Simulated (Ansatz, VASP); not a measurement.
# KCl: VASP beside Ansatz

```xyz
2
Lattice="0.0000 3.1448 3.1448 3.1448 0.0000 3.1448 3.1448 3.1448 0.0000" Properties=species:S:1:pos:R:3 pbc="T T T"
K     0.0000    0.0000    0.0000
Cl    3.1448    3.1448    3.1448
```

Alike in both runs: task single point; functional PBE; k mesh 8 × 8 × 8; occupations fermi-dirac, width 0.02 eV; no spin polarisation.

```csv
,VASP,Ansatz
version,VASP 6.6.1,Ansatz 0.2.0
potentials or method,"VASP PAW PBE potentials, release 64 (K_sv, Cl)","plane waves, PAW"
plane-wave cutoff (eV),520,420
valence electrons in the cell,16,16
```

|  | VASP | Ansatz | Ansatz less VASP |
| --- | --- | --- | --- |
| gap on the k mesh at the Fermi level (eV) | 5.19 | 5.19 | +0.002 |
| pressure (GPa) | 0.8 | 0.8 | -0.03 |

The functional is the same, so the differences come from potentials, cutoffs and numerics.
